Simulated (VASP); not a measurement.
# Co (P6_3/mmc) in VASP: further runs, part 2 of 2

VASP 6.6.1. The steps go on from the part before.

## 4. Single point, r2SCAN, collinear spin, ferromagnetic start

This run uses another cell than the first one, of 10.43 Å³/atom.

POSCAR

```
Co
1.0
    2.4544894264      0.0000000000      0.0000000000
   -1.2272447132      2.1256501966      0.0000000000
    0.0000000000      0.0000000000      3.9991046597
Co
2
Direct
    0.6666666667      0.3333333333      0.7500000000
    0.3333333333      0.6666666667      0.2500000000
```

INCAR.step1

```
SYSTEM = Co
ALGO = Normal
EDIFF = 1E-4
ENCUT = 520
GGA = PE
ISMEAR = -1
ISPIN = 2
LASPH = .True.
LCHARG = .False.
LMAXMIX = 4
LREAL = .False.
LWAVE = .True.
MAGMOM = 2 2
NBANDS = 20
NELM = 150
PREC = Accurate
SIGMA = 0.05
```

INCAR.step2

```
SYSTEM = Co
ALGO = Normal
EDIFF = 1E-7
ENCUT = 520
ISIF = 2
ISMEAR = -1
ISPIN = 2
ISTART = 1
LASPH = .True.
LCHARG = .True.
LELF = .True.
LMAXMIX = 4
LMIXTAU = .True.
LORBIT = 11
LREAL = .False.
LVHAR = .True.
LWAVE = .False.
MAGMOM = 2 2
METAGGA = R2SCAN
NBANDS = 20
NELM = 150
PREC = Accurate
SIGMA = 0.05
```

KPOINTS

```
k-points
0
Gamma
  12 12 7
  0 0 0
```

Potentials or basis: VASP PAW PBE potentials, release 64 (Co).

The run is started by

```sh
cat potpaw_PBE.64/Co/POTCAR > POTCAR
cp INCAR.step1 INCAR
mpirun -np 1 vasp_std > vasp.out
cp INCAR.step2 INCAR
mpirun -np 1 vasp_std > vasp.out
```

OUTCAR:

```text
SYSTEM = Co
   EDIFF = 1E-7
   ENCUT = 520
   ISIF = 2
   ISMEAR = -1
   ISPIN = 2
   ISTART = 1
   LASPH = .True.
   LORBIT = 11
   LREAL = .False.
   METAGGA = R2SCAN
   NELM = 150
   PREC = Accurate

 ion  position               nearest neighbor table
   1  0.667  0.333  0.750-   2 2.45   2 2.45   2 2.45   2 2.45   2 2.45   2 2.45
   2  0.333  0.667  0.250-   1 2.45   1 2.45   1 2.45   1 2.45   1 2.45   1 2.45

  LATTYP: Found a hexagonal cell.
 ALAT       =     2.4544894264
 C/A-ratio  =     1.6293020523

  Lattice vectors:

 A1 = (   2.4544894264,   0.0000000000,   0.0000000000)
 A2 = (  -1.2272447132,   2.1256501966,   0.0000000000)
 A3 = (   0.0000000000,   0.0000000000,   3.9991046597)

Analysis of symmetry for initial positions (statically):
=====================================================================
 Subroutine PRICEL returns:
 Original cell was already a primitive cell.

 Routine SETGRP: Setting up the symmetry group for a
 hexagonal supercell.

 Subroutine GETGRP returns: Found 24 space group operations
 (whereof 12 operations were pure point group operations)
[... 744 lines left out ...]

 k-point     1 :       0.0000    0.0000    0.0000
  band No.  band energies     occupation
      1       0.7304      1.00000
      2       6.0943      1.00000
      3       9.8234      1.00000
      4       9.9434      1.00000
      5       9.9434      1.00000
      6      10.0248      1.00000
[... 541 lines left out ...]
     19      36.1991      0.00000
     20      37.8245      0.00000

 [... further k-points ...]
[... 5 lines left out ...]
  --------------------------------------------------------------------------------------
  -------------------------------------------------------------------------------------
  Total        0.6328278      0.6328278      0.5717152      0.0000000      0.0000000      0.0000000
  in kB       48.5937506     48.5937506     43.9010208      0.0000000      0.0000000      0.0000000
  external PRESSURE =      47.0295074 kB  Pullay stress =       0.0000000 kB

 VOLUME and BASIS-vectors are now :
 -----------------------------------------------------------------------------
  energy-cutoff  :      520.00
  volume of cell :       20.86
      direct lattice vectors                 reciprocal lattice vectors
     2.454489426  0.000000000  0.000000000     0.407416707  0.235222146  0.000000000
    -1.227244713  2.125650197  0.000000000     0.000000000  0.470444291  0.000000000
     0.000000000  0.000000000  3.999104660     0.000000000  0.000000000  0.250055971

 POSITION                                       TOTAL-FORCE (eV/Angst)
 -----------------------------------------------------------------------------------
      1.22724      0.70855      2.99933         0.000000      0.000000      0.000000
     -0.00000      1.41710      0.99978        -0.000000     -0.000000      0.000000
 -----------------------------------------------------------------------------------
    total drift:                                0.000000      0.000000     -0.000000

  FREE ENERGIE OF THE ION-ELECTRON SYSTEM (eV)
  ---------------------------------------------------
  free  energy   TOTEN  =       -26.4172898222 eV

  energy  without entropy=      -26.4040316484  energy(sigma->0) =      -26.41066074

 total charge

# of ion       s       p       d       tot
------------------------------------------
    1        0.528   0.598   7.249   8.375
    2        0.528   0.598   7.249   8.375
--------------------------------------------------
tot          1.056   1.195  14.499  16.750

 magnetization (x)

# of ion       s       p       d       tot
------------------------------------------
    1       -0.012  -0.084   1.898   1.802
    2       -0.012  -0.084   1.898   1.802
--------------------------------------------------
tot         -0.023  -0.169   3.796   3.603
```

Run time: 2.7 min. Hardware: 1 thread of Intel Xeon Platinum 8488C (Sapphire Rapids), shared host; peak memory 0.17 GiB.

What came out:

- Free energy: -26.4173 eV
- Pressure: 4.7 GPa
- Net moment: 3.49 μB per cell
- Site moments: Co +1.80 μB
- Valence electrons inside the program's atomic spheres: Co 8.38

Caveat: the cell stands under pressure; the PAW data sets were made with another functional, which shifts forces and pressure a little.

## 5. Single point, r2SCAN, collinear spin, ferromagnetic start

This run uses another cell than the first one, of 10.56 Å³/atom.

POSCAR

```
Co
1.0
    2.4637749282      0.0000000000      0.0000000000
   -1.2318874641      2.1336916770      0.0000000000
    0.0000000000      0.0000000000      4.0190729334
Co
2
Direct
    0.6666666667      0.3333333333      0.7500000000
    0.3333333333      0.6666666667      0.2500000000
```

INCAR.step1

```
SYSTEM = Co
ALGO     = Normal         ! electronic algorithm
EDIFF    = 1E-4           ! SCF threshold, eV
ENCUT    = 520            ! plane-wave cutoff, eV
GGA      = PE             ! functional
ISMEAR   = -1             ! smearing method
ISPIN    = 2              ! spin polarisation
LASPH    = .True.         ! aspherical terms in the spheres
LCHARG   = .False.        ! write CHGCAR
LMAXMIX  = 4              ! l up to which the mixer works
LREAL    = .False.        ! projectors in reciprocal space
LWAVE    = .True.         ! write WAVECAR
MAGMOM   = 2 2            ! initial moments
NBANDS   = 20             ! bands
NELM     = 150            ! most SCF steps
PREC     = Accurate       ! precision mode
SIGMA    = 0.05           ! smearing width, eV
```

INCAR.step2

```
SYSTEM = Co
ALGO     = Normal         ! electronic algorithm
EDIFF    = 1E-6           ! SCF threshold, eV
ENCUT    = 520            ! plane-wave cutoff, eV
ISIF     = 2              ! what is computed and relaxed
ISMEAR   = -1             ! smearing method
ISPIN    = 2              ! spin polarisation
ISTART   = 1            
LASPH    = .True.         ! aspherical terms in the spheres
LCHARG   = .True.         ! write CHGCAR
LELF     = .True.         ! ELF
LMAXMIX  = 4              ! l up to which the mixer works
LMIXTAU  = .True.       
LORBIT   = 11             ! projections on sites
LREAL    = .False.        ! projectors in reciprocal space
LVHAR    = .True.       
LWAVE    = .False.        ! write WAVECAR
MAGMOM   = 2 2            ! initial moments
METAGGA  = R2SCAN         ! meta-GGA
NBANDS   = 20             ! bands
NELM     = 150            ! most SCF steps
PREC     = Accurate       ! precision mode
SIGMA    = 0.05           ! smearing width, eV
```

KPOINTS is that of step 4.

Potentials or basis: VASP PAW PBE potentials, release 64 (Co).

The run is started by

```sh
cat potpaw_PBE.64/Co/POTCAR > POTCAR
cp INCAR.step1 INCAR
mpirun -np 1 vasp_std > vasp.out
cp INCAR.step2 INCAR
mpirun -np 1 vasp_std > vasp.out
```

OUTCAR:

```text
SYSTEM = Co
   EDIFF = 1E-6
   ENCUT = 520
   ISIF = 2
   ISMEAR = -1
   ISPIN = 2
   ISTART = 1
   LASPH = .True.
   LORBIT = 11
   LREAL = .False.
   METAGGA = R2SCAN
   NELM = 150
   PREC = Accurate

 ion  position               nearest neighbor table
   1  0.667  0.333  0.750-   2 2.46   2 2.46   2 2.46   2 2.46   2 2.46   2 2.46
   2  0.333  0.667  0.250-   1 2.46   1 2.46   1 2.46   1 2.46   1 2.46   1 2.46

  LATTYP: Found a hexagonal cell.
 ALAT       =     2.4637749282
 C/A-ratio  =     1.6312662684

  Lattice vectors:

 A1 = (   2.4637749282,   0.0000000000,   0.0000000000)
[... 1321 lines left out ...]

 VOLUME and BASIS-vectors are now :
 -----------------------------------------------------------------------------
  energy-cutoff  :      520.00
  volume of cell :       21.13
      direct lattice vectors                 reciprocal lattice vectors
     2.463774928  0.000000000  0.000000000     0.405881231  0.234335638  0.000000000
    -1.231887464  2.133691677  0.000000000     0.000000000  0.468671276  0.000000000
     0.000000000  0.000000000  4.019072933     0.000000000  0.000000000  0.248813599

 POSITION                                       TOTAL-FORCE (eV/Angst)
 -----------------------------------------------------------------------------------
      1.23189      0.71123      3.01430        -0.000000      0.000000      0.000000
     -0.00000      1.42246      1.00477         0.000000      0.000000      0.000000
 -----------------------------------------------------------------------------------
    total drift:                                0.000000     -0.000000     -0.000000

  FREE ENERGIE OF THE ION-ELECTRON SYSTEM (eV)
  ---------------------------------------------------
  free  energy   TOTEN  =       -26.4226248660 eV

  energy  without entropy=      -26.4096482880  energy(sigma->0) =      -26.41613658

 total charge

# of ion       s       p       d       tot
------------------------------------------
    1        0.523   0.587   7.238   8.348
    2        0.523   0.587   7.238   8.348
--------------------------------------------------
tot          1.046   1.174  14.476  16.696

 magnetization (x)

# of ion       s       p       d       tot
------------------------------------------
    1       -0.011  -0.083   1.915   1.821
    2       -0.011  -0.083   1.915   1.821
--------------------------------------------------
tot         -0.022  -0.166   3.829   3.641
```

OUTCAR.step1:

```text
SYSTEM = Co
   EDIFF = 1E-4
   ENCUT = 520
   GGA = PE
   ISMEAR = -1
   ISPIN = 2
   LASPH = .True.
   LREAL = .False.
[... 1347 lines left out ...]
      1.23189      0.71123      3.01430         0.000000     -0.000000      0.000000
     -0.00000      1.42246      1.00477        -0.000000      0.000000      0.000000
 -----------------------------------------------------------------------------------
    total drift:                                0.000000     -0.000000     -0.000000

  FREE ENERGIE OF THE ION-ELECTRON SYSTEM (eV)
  ---------------------------------------------------
  free  energy   TOTEN  =       -14.0632592470 eV

  energy  without entropy=      -14.0472873630  energy(sigma->0) =      -14.05527330
```

OSZICAR.step1:

```text
N       E                     dE             d eps       ncg     rms          rms(c)
DAV:   1     0.859304280252E+02    0.85930E+02   -0.82872E+03  6440   0.125E+03
DAV:   2    -0.114617569013E+02   -0.97392E+02   -0.87434E+02  6128   0.217E+02
DAV:   3    -0.160399155427E+02   -0.45782E+01   -0.43974E+01  6948   0.569E+01
DAV:   4    -0.161091104653E+02   -0.69195E-01   -0.69143E-01  7500   0.614E+00
DAV:   5    -0.161111352015E+02   -0.20247E-02   -0.20246E-02  7080   0.101E+00    0.153E+01
DAV:   6    -0.144519717399E+02    0.16592E+01   -0.70331E+00  6940   0.548E+01    0.648E+00
DAV:   7    -0.141000616507E+02    0.35191E+00   -0.10455E+00  7244   0.194E+01    0.381E+00
DAV:   8    -0.140780074202E+02    0.22054E-01   -0.15349E-02  8192   0.132E+00    0.184E+00
DAV:   9    -0.140635824921E+02    0.14425E-01   -0.31013E-03  9888   0.996E-01    0.467E-01
DAV:  10    -0.140632355101E+02    0.34698E-03   -0.46016E-04  7200   0.265E-01    0.153E-01
DAV:  11    -0.140632592470E+02   -0.23737E-04   -0.13346E-04  3868   0.161E-01
   1 F= -.14063259E+02 E0= -.14055273E+02  d E =-.159719E-01  mag=     3.1781
```

It took 2.7 min on 1 thread of Intel Xeon Platinum 8488C (Sapphire Rapids), shared host; peak memory 0.17 GiB.

What came out:

- Free energy: -26.4226 eV
- Pressure: 1.8 GPa
- Net moment: 3.53 μB per cell
- Site moments: Co +1.82 μB
- Valence electrons inside the program's atomic spheres: Co 8.35

Levels at points of the mesh, in eV from the Fermi level:
Spin up:
```
           k point  band 7  band 8  band 9  band 10  band 11  band 12  band 13  band 14  band 15  band 16
(0.00, 0.00, 0.00)   -3.09   -2.73   -2.73    -1.63    -1.63    -0.35     6.28    23.04    25.94    25.94
(0.50, 0.00, 0.00)   -2.96   -1.43   -1.42    -1.29     0.97     3.20     9.93    10.73    12.93    14.48
```
Spin down:
```tsv
k point	band 5	band 6	band 7	band 8	band 9	band 10
(0.00, 0.00, 0.00)	-0.91	-0.87	-0.52	-0.52	0.04	0.04
(0.50, 0.00, 0.00)	-1.10	-1.01	-0.66	1.45	1.60	1.62
```

Caveat: the PAW data sets were made with another functional, which shifts forces and pressure a little.

## 6. The runs side by side

```tsv
cell	gap on the mesh (eV)	pressure (GPa)	moment (μB)
a = 2.415, b = 2.415, c = 3.909 Å, angles 90.0, 90.0, 120.0°, 2 atoms	none	19.8	3.37
a = 2.440, b = 2.440, c = 3.966 Å, angles 90.0, 90.0, 120.0°, 2 atoms	none	9.7	3.44
a = 2.454, b = 2.454, c = 3.999 Å, angles 90.0, 90.0, 120.0°, 2 atoms	none	4.7	3.49
a = 2.464, b = 2.464, c = 4.019 Å, angles 90.0, 90.0, 120.0°, 2 atoms	none	1.8	3.53
```

Alike in all rows: task single point; level r2SCAN; potentials or basis VASP PAW PBE potentials, release 64 (Co); spin collinear, ferromagnetic start; k mesh 12 × 12 × 7; cutoff (eV) 520; smearing fermi-dirac 0.05 eV.

Caveats: the PAW data sets were made with another functional, which shifts forces and pressure a little; the cell stands under pressure (at least some runs).

Absolute energies hang on the potentials; compare differences alone.
